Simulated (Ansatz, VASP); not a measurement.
CSe2: VASP beside Ansatz

INCAR

```
SYSTEM = CSe2
ALGO = Normal
EDIFF = 1E-7
ENCUT = 520
GGA = PE
ISIF = 2
ISMEAR = 0
LASPH = .True.
LCHARG = .False.
LREAL = .False.
LWAVE = .False.
NBANDS = 25
NELM = 60
PREC = Accurate
SIGMA = 0.01
```

File KPOINTS:

```
k-points
0
Gamma
  6 6 4
  0 0 0
```

The input POSCAR:

```
CSe2
1.0
    3.5697670000     -2.9947800000      0.0000000000
    3.5697670000      2.9947800000      0.0000000000
    0.0000000000      0.0000000000      9.4626520000
C Se
2 4
Direct
    0.5000000000      0.5000000000      0.5000000000
    0.0000000000      0.0000000000      0.0000000000
    0.7124220000      0.2875780000      0.6206150000
    0.2875780000      0.7124220000      0.3793850000
    0.7875780000      0.2124220000      0.1206150000
    0.2124220000      0.7875780000      0.8793850000
```

Input for Ansatz:

```yaml
crystal:
  lattice:
    - [3.569767, -2.99478, 0.0]
    - [3.569767, 2.99478, 0.0]
    - [0.0, 0.0, 9.462652]
  atoms:
    - { symbol: C, position: [0.5, 0.5, 0.5] }
    - { symbol: C, position: [0.0, 0.0, 0.0] }
    - { symbol: Se, position: [0.712422, 0.287578, 0.620615] }
    - { symbol: Se, position: [0.287578, 0.712422, 0.379385] }
    - { symbol: Se, position: [0.787578, 0.212422, 0.120615] }
    - { symbol: Se, position: [0.212422, 0.787578, 0.879385] }
basis:
  ecutwfc: 550.0
kpoints:
  mp_grid:
    grid: [6, 6, 4]
    shift: [0.0, 0.0, 0.0]
hamiltonian:
  xc: pbe
  pseudopotentials:
    kind: paw
scf:
  occupations:
    method: fixed
output:
  eigenvalues: true
```

Alike in both runs: task single point; functional PBE; k mesh 6 × 6 × 4; no spin polarisation.

|  | VASP | Ansatz |
| --- | --- | --- |
| version | VASP 6.6.1 | Ansatz 0.2.0 |
| potentials or method | VASP PAW PBE potentials, release 64 (C, Se), cutoff 520 eV | plane waves, PAW |
| occupations | gaussian, width 0.01 eV | fixed |
| valence electrons in the cell | 32 | 72 |

|  | VASP | Ansatz | Ansatz less VASP |
| --- | --- | --- | --- |
| gap on the k mesh at the Fermi level (eV) | 2.35 | 2.35 | -0.005 |

VASP's potentials hold 32 valence electrons a cell and Ansatz's 72, so a difference there can come from the potentials and not from the codes.
